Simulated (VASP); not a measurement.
# MgO (gwk) (Fm-3m) in VASP: single point with PBE

Aim: the single point of MgO (gwk) with PBE.

Program: VASP 6.6.1. These are calculated values, not measurements. Logs are shortened: lines on timing, memory, paths and dates and some standing lists are left out, and cuts for length are marked.

## (1) The cell of the first run

It takes space group Fm-3m (No. 225, cubic). The conventional cell has a = 4.214 Å, b = 4.214 Å, c = 4.214 Å, α = 90.00°, β = 90.00°, γ = 90.00°. Mg (site symmetry m-3m) has 6 O at 2.11 Å within 2.8 Å. O (site symmetry m-3m) has 6 Mg at 2.11 Å within 2.8 Å.

## (2) Single point, PBE

Input file INCAR:

```
PREC = Accurate ; ENCUT = 600
EDIFF = 1E-6 ; ISMEAR = 0
SIGMA = 0.01 ; LREAL = False
LASPH = True ; NELM = 120
ALGO = Normal ; ISIF = 2
LWAVE = False ; LCHARG = False
GGA = PE ; NBANDS = 11
GGA_COMPAT = False
```

Input file KPOINTS:

```
Automatic mesh
0
Gamma
  8 8 8
```

Input file POSCAR:

```
MgO
1.0
    0.0000000000      2.1071294711      2.1071294711
    2.1071294711      0.0000000000      2.1071294711
    2.1071294711      2.1071294711      0.0000000000
Mg O
1 1
Direct
    0.0000000000      0.0000000000      0.0000000000
    0.5000000000      0.5000000000      0.5000000000
```

Potentials or basis: VASP PAW PBE potentials, release 64 (Mg, O).

The run is started by

```bash
cat potpaw_PBE.64/Mg/POTCAR potpaw_PBE.64/O/POTCAR > POTCAR
mpirun -np 1 vasp_std > vasp.out
```

OUTCAR:

```text
PREC = Accurate
   ENCUT = 600
   EDIFF = 1E-6
   ISMEAR = 0
   LREAL = False
   LASPH = True
   NELM = 120
   ISIF = 2
   GGA = PE

 ion  position               nearest neighbor table
   1  0.000  0.000  0.000-   2 2.11   2 2.11   2 2.11   2 2.11   2 2.11   2 2.11
   2  0.500  0.500  0.500-   1 2.11   1 2.11   1 2.11   1 2.11   1 2.11   1 2.11

  LATTYP: Found a face centered cubic cell.
 ALAT       =     4.2142589422

  Lattice vectors:

 A1 = (   0.0000000000,   2.1071294711,   2.1071294711)
 A2 = (   2.1071294711,   0.0000000000,   2.1071294711)
 A3 = (   2.1071294711,   2.1071294711,   0.0000000000)

Analysis of symmetry for initial positions (statically):
=====================================================================
 Subroutine PRICEL returns:
 Original cell was already a primitive cell.

 Routine SETGRP: Setting up the symmetry group for a
 face centered cubic supercell.

 Subroutine GETGRP returns: Found 48 space group operations
 (whereof 48 operations were pure point group operations)
 out of a pool of 48 trial point group operations.

The static configuration has the point symmetry O_h .

Analysis of symmetry for dynamics (positions and initial velocities):
=====================================================================
 Subroutine PRICEL returns:
 Original cell was already a primitive cell.

 Routine SETGRP: Setting up the symmetry group for a
 face centered cubic supercell.

 Subroutine GETGRP returns: Found 48 space group operations
 (whereof 48 operations were pure point group operations)
 out of a pool of 48 trial point group operations.

The dynamic configuration has the point symmetry O_h .

 Subroutine INISYM returns: Found 48 space group operations
 (whereof 48 operations are pure point group operations),
 and found     1 'primitive' translations

----------------------------------------------------------------------------------------

                                     Primitive cell

  volume of cell :      18.7113

  direct lattice vectors                    reciprocal lattice vectors
     0.000000000  2.107129471  2.107129471    -0.237289643  0.237289643  0.237289643
     2.107129471  0.000000000  2.107129471     0.237289643 -0.237289643  0.237289643
     2.107129471  2.107129471  0.000000000     0.237289643  0.237289643 -0.237289643

  length of vectors
     2.979931076  2.979931076  2.979931076     0.410997718  0.410997718  0.410997718

  position of ions in fractional coordinates (direct lattice)
     0.000000000  0.000000000  0.000000000
     0.500000000  0.500000000  0.500000000

  ion indices of the primitive-cell ions
   primitive index   ion index
                 1           1
                 2           2

----------------------------------------------------------------------------------------

 KPOINTS: Automatic mesh

Automatic generation of k-mesh.
 Grid dimensions read from file:
 generate k-points for:    8    8    8

 Generating k-lattice:

  Cartesian coordinates                     Fractional coordinates (reciprocal lattice)
    -0.029661205  0.029661205  0.029661205     0.125000000  0.000000000  0.000000000
     0.029661205 -0.029661205  0.029661205     0.000000000  0.125000000  0.000000000
     0.029661205  0.029661205 -0.029661205     0.000000000  0.000000000  0.125000000

  Length of vectors
     0.051374715  0.051374715  0.051374715

  Shift w.r.t. Gamma in fractional coordinates (k-lattice)
     0.000000000  0.000000000  0.000000000

 Subroutine IBZKPT returns following result:
 ===========================================

 Found     29 irreducible k-points:

 Following reciprocal coordinates:
            Coordinates               Weight
  0.000000  0.000000  0.000000      1.000000
  0.125000  0.000000  0.000000      8.000000
  0.250000  0.000000  0.000000      8.000000
  0.375000  0.000000  0.000000      8.000000
  0.500000  0.000000  0.000000      4.000000
  0.125000  0.125000  0.000000      6.000000
[... 16 lines left out ...]
  0.500000  0.250000  0.125000     48.000000
 -0.375000  0.250000  0.125000     24.000000
 [... further k-points ...]
   k-points           NKPTS =     29   k-points in BZ     NKDIM =     29   number of bands    NBANDS=     11
   number of dos      NEDOS =    301   number of ions     NIONS =      2
   total plane-waves  NPLWV =  13824
   dimension x,y,z NGX =    24 NGY =   24 NGZ =   24
   dimension x,y,z NGXF=    48 NGYF=   48 NGZF=   48
   ions per type =               1   1
   NGX,Y,Z   is equivalent  to a cutoff of  13.39, 13.39, 13.39 a.u.
   NGXF,Y,Z  is equivalent  to a cutoff of  26.78, 26.78, 26.78 a.u.
 SYSTEM =  unknown system
   PREC   = accura    normal or accurate (medium, high low for compatibility)
   ISTART =      0    job   : 0-new  1-cont  2-samecut
   ICHARG =      2    charge: 1-file 2-atom 10-const
   ISPIN  =      1    spin polarized calculation?
   LNONCOLLINEAR =      F non collinear calculations
   LSORBIT =      F    spin-orbit coupling
   LASPH  =      T    aspherical Exc in radial PAW
   ENCUT  =  600.0 eV  44.10 Ry    6.64 a.u.   5.95  5.95  5.95*2*pi/ulx,y,z
   NELM   =    120;   NELMIN=  2; NELMDL= -5     # of ELM steps
   EDIFF  = 0.1E-05   stopping-criterion for ELM
   LREAL  =      F    real-space projection
   EDIFFG = 0.1E-04   stopping-criterion for IOM
   NSW    =      0    number of steps for IOM
   IBRION =     -1    ionic relax: 0-MD 1-quasi-New 2-CG
   NFREE  =      0    steps in history (QN), initial steepest desc. (CG)
   ISIF   =      2    stress and relaxation
   ISYM   =      2    0-nonsym 1-usesym 2-fastsym
   POTIM  = 0.5000    time-step for ionic-motion
   TEBEG  =    0.0;   TEEND  =   0.0 temperature during run
   PSTRESS=    0.0 pullay stress
   NELECT =       8.0000    total number of electrons
   NUPDOWN=      -1.0000    fix difference up-down
   EMIN   =  10.00;   EMAX   =-10.00  energy-range for DOS
   EFERMI =   0.00;   METHOD = LEGACY
   ISMEAR =     0;   SIGMA  =   0.01  broadening in eV -4-tet -1-fermi 0-gaus
   EFERMI_NEDOS =   21; number of points for ismear=-14 and -15
   IALGO  =     38    algorithm
   IMIX   =      4    mixing-type and parameters
     AMIX     =   0.40;   BMIX     =  1.00
     AMIX_MAG =   1.60;   BMIX_MAG =  1.00
  volume/ion in A,a.u.               =       9.36        63.13
  Fermi-wavevector in a.u.,A,eV,Ry     =   1.233304  2.330607 20.695001  1.521040
  Thomas-Fermi vector in A             =   2.368040
   LORBIT       =      0    0 simple, 1 ext, 2 COOP (PROOUT), +10 PAW based schemes
   GGA     = PE    functional components
   LHFCALC =     F    Hartree Fock is set to
   AEXX    =    0.0000 exact exchange contribution
   IVDW    =     0    specifies the selected vdW correction
   LEPSILON=     F    determine dielectric tensor
   LRPA    =     F    only Hartree local field effects (RPA)
 non-spin polarized calculation
 Gauss-broadening in eV      SIGMA  =   0.01
  energy-cutoff  :      600.00
  volume of cell :       18.71
 maximum number of plane-waves:       637
   NGX = 11   NGY = 11   NGZ = 11

 number of electron       8.0000005 magnetization

 Free energy of the ion-electron system (eV)
  ---------------------------------------------------
  ext. energy  EPLUGINS =         0.00000000
  ---------------------------------------------------
  free energy    TOTEN  =       -11.90967432 eV

  energy without entropy =      -11.90967432  energy(sigma->0) =      -11.90967432

 E-fermi :   3.3532     XC(G=0): -11.0708

 val. band max:        3.1732975675   @ k =   0.0000   0.0000   0.0000
 cond. band min:       7.8857859626   @ k =   0.0000   0.0000   0.0000
 fundamental gap:      4.7124883951
 Fermi energy:         3.3531963065

 k-point     1 :       0.0000    0.0000    0.0000
  band No.  band energies     occupation
      1     -14.0812      2.00000
      2       3.1733      2.00000
      3       3.1733      2.00000
      4       3.1733      2.00000
      5       7.8858      0.00000
      6      18.9667      0.00000
      7      18.9667      0.00000
      8      18.9667      0.00000
      9      22.8780      0.00000
     10      24.6517      0.00000
     11      24.6517      0.00000

 k-point     2 :       0.1250    0.0000    0.0000
  band No.  band energies     occupation
      1     -13.9186      2.00000
      2       2.2198      2.00000
      3       3.0704      2.00000
      4       3.0704      2.00000
      5       8.8001      0.00000
      6      17.2876      0.00000
      7      19.3245      0.00000
      8      19.3245      0.00000
      9      23.6815      0.00000
     10      23.6815      0.00000
     11      25.0339      0.00000

 k-point     3 :       0.2500    0.0000    0.0000
  band No.  band energies     occupation
      1     -13.4960      2.00000
      2       0.5178      2.00000
      3       2.8337      2.00000
      4       2.8337      2.00000
      5      10.2479      0.00000
      6      15.7397      0.00000
      7      19.8155      0.00000
      8      19.8155      0.00000
      9      23.2917      0.00000
     10      23.2917      0.00000
     11      25.1406      0.00000

 k-point     4 :       0.3750    0.0000    0.0000
  band No.  band energies     occupation
      1     -13.0196      2.00000
      2      -0.8872      2.00000
      3       2.6109      2.00000
      4       2.6109      2.00000
      5      10.9648      0.00000
      6      15.5369      0.00000
      7      19.6393      0.00000
      8      19.6393      0.00000
      9      24.3527      0.00000
     10      24.6042      0.00000
     11      24.6042      0.00000
[... 239 lines left out ...]
 k-point    22 :       0.3750    0.2500    0.1250
  band No.  band energies     occupation
      1     -13.1933      2.00000
      2       0.1620      2.00000
      3       2.0241      2.00000
      4       2.5600      2.00000
      5      11.6511      0.00000
      6      14.6561      0.00000
      7      18.2381      0.00000
      8      20.7026      0.00000
      9      21.2726      0.00000
     10      25.5965      0.00000
     11      28.9743      0.00000

 k-point    23 :       0.5000    0.2500    0.1250
  band No.  band energies     occupation
      1     -12.8182      2.00000
      2      -0.5270      2.00000
      3       1.4501      2.00000
      4       2.3083      2.00000
      5      12.6560      0.00000
      6      14.8173      0.00000
      7      17.0782      0.00000
      8      20.2997      0.00000
      9      22.8427      0.00000
     10      25.5617      0.00000
     11      29.1718      0.00000

 k-point    24 :      -0.3750    0.2500    0.1250
  band No.  band energies     occupation
      1     -12.6515      2.00000
      2      -0.8198      2.00000
      3       1.2430      2.00000
      4       2.1893      2.00000
      5      12.8356      0.00000
      6      15.3576      0.00000
      7      16.6489      0.00000
      8      20.0537      0.00000
      9      23.6830      0.00000
     10      25.2314      0.00000
     11      29.3105      0.00000

 [... further k-points ...]
[... 5 lines left out ...]
  --------------------------------------------------------------------------------------
  -------------------------------------------------------------------------------------
  Total        0.4009538      0.4009538      0.4009538      0.0000000      0.0000000     -0.0000000
  in kB       34.3321721     34.3321721     34.3321721      0.0000000      0.0000000     -0.0000000
  external PRESSURE =      34.3321721 kB  Pullay stress =       0.0000000 kB

 VOLUME and BASIS-vectors are now :
 -----------------------------------------------------------------------------
  energy-cutoff  :      600.00
  volume of cell :       18.71
      direct lattice vectors                 reciprocal lattice vectors
     0.000000000  2.107129471  2.107129471    -0.237289643  0.237289643  0.237289643
     2.107129471  0.000000000  2.107129471     0.237289643 -0.237289643  0.237289643
     2.107129471  2.107129471  0.000000000     0.237289643  0.237289643 -0.237289643

 POSITION                                       TOTAL-FORCE (eV/Angst)
 -----------------------------------------------------------------------------------
      0.00000      0.00000      0.00000        -0.000000     -0.000000      0.000000
      2.10713      2.10713      2.10713         0.000000      0.000000     -0.000000
 -----------------------------------------------------------------------------------
    total drift:                               -0.000000     -0.000000      0.000000

  FREE ENERGIE OF THE ION-ELECTRON SYSTEM (eV)
  ---------------------------------------------------
  free  energy   TOTEN  =       -11.9096743180 eV

  energy  without entropy=      -11.9096743180  energy(sigma->0) =      -11.90967432
```

Run time: 5.4 s. Hardware: 1 thread of Intel Xeon 6975P-C (Granite Rapids), shared host; peak memory 0.14 GiB.

What came out:

```yaml
Free_energy: -11.9097 eV
Pressure: 3.4 GPa
Band_gap_on_the_k_mesh: 4.71 eV, direct
```

As with any semilocal functional, this PBE gap is likely too small.
